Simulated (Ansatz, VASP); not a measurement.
**Cd3Se2S: VASP beside Ansatz**

```
Cd Se S
1.0
     4.31558    0.00000    0.00000
    -2.15779    3.73740    0.00000
     0.00000    0.00000   10.58610
Cd Se S
3 2 1
Direct
  0.00000 0.00000 0.00029
  0.33333 0.66667 0.65784
  0.66667 0.33333 0.34242
  0.33333 0.66667 0.91133
  0.00000 0.00000 0.25318
  0.66667 0.33333 0.58495
```

Alike in both runs: functional PBE; k mesh 12 × 12 × 4; occupations gaussian, width 0.02 eV; no spin polarisation.

Ansatz relaxed the structure, and its values are those at the end. VASP's run is a single point on that final structure, the one shown.

|  | VASP | Ansatz |
| --- | --- | --- |
| version | VASP 6.6.1 | Ansatz 0.2.0 |
| potentials or method | VASP PAW PBE potentials, release 64 (Cd, Se, S), cutoff 520 eV | scalar-relativistic, plane waves, PAW |
| valence electrons in the cell | 54 | 98 |

VASP gave:

- gap on the k mesh at the Fermi level (eV): 0.56
- least direct gap on the mesh (eV): 0.56
- pressure (GPa): 0.3

Problem. What did Ansatz give for the same quantities?

Solution. gap on the k mesh at the Fermi level (eV): 0.56; least direct gap on the mesh (eV): 0.56; pressure (GPa): 0.0.

VASP's potentials hold 54 valence electrons a cell and Ansatz's 98, so a difference there can come from the potentials and not from the codes.
